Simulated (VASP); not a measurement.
F, 1 atom in the cell. It takes space group Fm-3m (No. 225, cubic). The conventional cell has a = 3.452 Å, b = 3.452 Å, c = 3.452 Å, α = 90.00°, β = 90.00°, γ = 90.00°. Within 3.2 Å of F (site symmetry m-3m) lie 12 F at 2.44 Å. 

| Property | Result |
| --- | --- |
| Program | VASP 6.6.1 |
| Task | single point |
| Functional | PBE |
| Potentials or basis | VASP PAW PBE potentials, release 64 (F) |
| Cutoff | 520 eV |
| k mesh | 17 × 17 × 17 |
| Occupations | fermi-dirac, width 0.1 eV |
| Spin | no spin polarisation |
| Dipole correction | no |
| k mesh for the DOS | 26 × 26 × 26 |
| Occupations for the DOS | tetrahedron |
| Further INCAR settings | ALGO = Normal; EDIFF = 1e-06 |

Potentials or basis: VASP PAW PBE potentials, release 64 (F).

Launch:

```bash
$ cat potpaw_PBE.64/F/POTCAR > POTCAR
$ cp INCAR.step1 INCAR
$ cp KPOINTS.step1 KPOINTS
$ mpirun -np 1 vasp_std > vasp.out
$ cp INCAR.step2 INCAR
$ cp KPOINTS.step2 KPOINTS
$ mpirun -np 1 vasp_std > vasp.out
```

Hardware: 1 thread of Intel Xeon 8259CL, with other jobs on the host.

Estimate the wall time of this run.

It took 48 s on 1 thread of Intel Xeon 8259CL, on a shared host, peak memory 0.14 GiB. Counts: k points 511.
